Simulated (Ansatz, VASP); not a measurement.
One calculation of TaN, two programs

```
CELL_PARAMETERS angstrom
3.15047 0.00000 0.00000
-1.57523 2.72839 0.00000
0.00000 0.00000 6.10461
ATOMIC_POSITIONS crystal
Ta 0.33333 0.66667 0.02815
Ta 0.66667 0.33333 0.52815
N 0.33333 0.66667 0.35185
N 0.66667 0.33333 0.85185
```

Alike in both runs: functional PBE; k mesh 6 × 6 × 4; occupations gaussian, width 0.1 eV; no spin polarisation.

Ansatz relaxed the structure, and its values are those at the end. VASP's run is a single point on that final structure, the one shown.

|  | VASP | Ansatz |
| --- | --- | --- |
| version | VASP 6.6.1 | Ansatz 0.2.0 |
| potentials or method | VASP PAW PBE potentials, release 64 (Ta_sv_GW, N), cutoff 700 eV | scalar-relativistic, plane waves, PAW |
| valence electrons in the cell | 36 | 36 |

Ansatz gave:

| Item | Value |
| --- | --- |
| gap on the k mesh at the Fermi level (eV) | none |
| pressure (GPa) | 0.1 |
| rms of the force components (eV/Å) | 0.004 |

Q: Estimate VASP's values.

A: gap on the k mesh at the Fermi level (eV): none; pressure (GPa): 0.0; rms of the force components (eV/Å): 0.008.

A gap of «none» marks a metal or a gap that the smearing closes.

The k mesh is coarse, so the values compare programs but aren't converged. Neither program's run includes spin-orbit coupling.
